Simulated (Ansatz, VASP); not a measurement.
Two plane-wave programs on Be

```
Be
1.0
     2.27828    0.00000    0.00000
    -1.13914    1.97305    0.00000
     0.00000    0.00000    3.24358
Be
2
Cartesian
  0.0000 1.3154 0.8109
  1.1391 0.6577 2.4327
```

Alike in both runs: task single point; functional PBE; k mesh 21 × 21 × 12; occupations gaussian, width 0.1 eV; no spin polarisation.

|  | VASP | Ansatz |
| --- | --- | --- |
| version | VASP 6.6.1 | Ansatz 0.2.0 |
| potentials or method | VASP PAW PBE potentials, release 64 (Be), cutoff 520 eV | scalar-relativistic, plane waves, PAW |
| valence electrons in the cell | 4 | 4 |

|  | VASP | Ansatz | Ansatz less VASP |
| --- | --- | --- | --- |
| gap on the k mesh at the Fermi level (eV) | none | none | - |
| pressure (GPa) | 14.3 | 14.1 | -0.20 |
| traceless stress, the component that is largest in VASP (GPa) | 25.04 | 24.99 | -0.054 |

A gap of «none» marks a metal or a gap that the smearing closes. With one functional, cell and mesh, what is left measures potentials, basis and numerics.
